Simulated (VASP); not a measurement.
Set up this calculation in VASP 6.6.1, as the native input.

```yaml
Task: single point
Functional: RPBE
Potentials_or_basis: VASP PAW PBE potentials, release 64 (Pb_d)
Cutoff: 520 eV
k_mesh: 9 × 9 × 9
Occupations: fermi-dirac, width 0.05 eV
Spin: no spin polarisation
Dipole_correction: no
Further_INCAR_settings: ALGO = Normal; EDIFF = 1e-06; NBANDS = 13
```

The structure of Pb lies in POSCAR:

```
Pb
1.0
   -1.9796595667      1.9796595667      1.9796595667
    1.9796595667     -1.9796595667      1.9796595667
    1.9796595667      1.9796595667     -1.9796595667
Pb
1
Direct
    0.0000000000      0.0000000000      0.0000000000
```

This isn't the form of Pb at room conditions, which is fcc.

These files were run (other wordings do the same):

INCAR

```
SYSTEM = Pb
ALGO = Normal
EDIFF = 1E-6
ENCUT = 520
GGA = RP
ISIF = 2
ISMEAR = -1
LASPH = .True.
LCHARG = .False.
LREAL = .False.
LWAVE = .False.
NBANDS = 13
NELM = 80
PREC = Accurate
SIGMA = 0.05
```

KPOINTS

```
k-points
0
Gamma
  9 9 9
  0 0 0
```

Potentials or basis: VASP PAW PBE potentials, release 64 (Pb_d).

Launch:

```bash
$ cat potpaw_PBE.64/Pb_d/POTCAR > POTCAR
$ mpirun -np 1 vasp_std > vasp.out
```

Results of the run:

The pressure is 2.3 GPa and the band gap on the k mesh is zero (bands 7 and 8 overlap by 9.47 eV).

Caveat: the PAW data sets were made with another functional, which shifts forces and pressure a little; spin-orbit coupling is left out, which moves the levels of the heavy elements.

It took 20 s on 1 thread of Intel Xeon 8259CL, on a shared host, peak memory 0.16 GiB.
